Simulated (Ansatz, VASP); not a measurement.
# WC in VASP and in Ansatz

File POSCAR:

```
WC
1.0
    2.8471670250      0.0000000000      0.0000000000
   -1.4235835125      2.4657189725      0.0000000000
    0.0000000000      0.0000000000      2.7786939560
W C
1 1
Direct
    0.0000000000      0.0000000000      0.0000000000
    0.6666666667      0.3333333333      0.5000000000
```

Contents of INCAR.step1:

```
SYSTEM = WC
PREC = Accurate
ENCUT = 520
EDIFF = 1E-5
ISMEAR = -1
SIGMA = 0.05
LREAL = .FALSE.
LASPH = .TRUE.
NELM = 100
ALGO = Normal
ISIF = 2
LWAVE = .TRUE.
LCHARG = .FALSE.
NBANDS = 16
GGA = PE
```

The input INCAR.step2:

```
SYSTEM = WC
PREC = Accurate
ENCUT = 520
EDIFF = 1E-7
ISMEAR = -1
SIGMA = 0.05
LREAL = .FALSE.
LASPH = .TRUE.
NELM = 100
ALGO = Normal
ISIF = 2
LWAVE = .FALSE.
LCHARG = .FALSE.
GGA = PE
LHFCALC = .TRUE.
HFSCREEN = 0.2079
PRECFOCK = Normal
NBANDS = 16
ISTART = 1
```

Contents of KPOINTS:

```
regular mesh
0
G
  6 6 6
  0 0 0
```

File input:

```
crystal:
  lattice:
    - [2.847167025, 0.0, 0.0]
    - [-1.4235835125, 2.4657189725, 0.0]
    - [0.0, 0.0, 2.778693956]
  atoms:
    - { symbol: W, position: [0.0, 0.0, 0.0] }
    - { symbol: C, position: [0.6666666667, 0.3333333333, 0.5] }
hamiltonian:
  xc: hse06
  pseudopotentials: { kind: paw }
kpoints:
  mp_grid: { grid: [6, 6, 6] }
scf:
  occupations: { method: fermi_dirac, width: 0.05 }
output:
  forces: true
  stress: true
  eigenvalues: true
```

Alike in both runs: task single point; functional HSE06; k mesh 6 × 6 × 6; occupations fermi-dirac, width 0.05 eV; no spin polarisation.

|  | VASP | Ansatz |
| --- | --- | --- |
| version | VASP 6.6.1 | Ansatz 0.2.0 |
| potentials or method | VASP PAW PBE potentials, release 64 (W_sv, C) | Ansatz PAW |
| plane-wave cutoff (eV) | 520 | 420 |
| valence electrons in the cell | 18 | 18 |

VASP gave:

* gap on the k mesh at the Fermi level (eV): none
* pressure (GPa): 26.0
* traceless stress, the component that is largest in VASP (GPa): 0.74

Q: What did Ansatz give for the same quantities?

A: gap on the k mesh at the Fermi level (eV): none; pressure (GPa): 25.5; traceless stress, the component that is largest in VASP (GPa): 0.61.

A gap of «none» marks a metal or a gap that the smearing closes.

The k mesh is coarse, so the values compare programs but aren't converged. Spin-orbit coupling is off throughout.
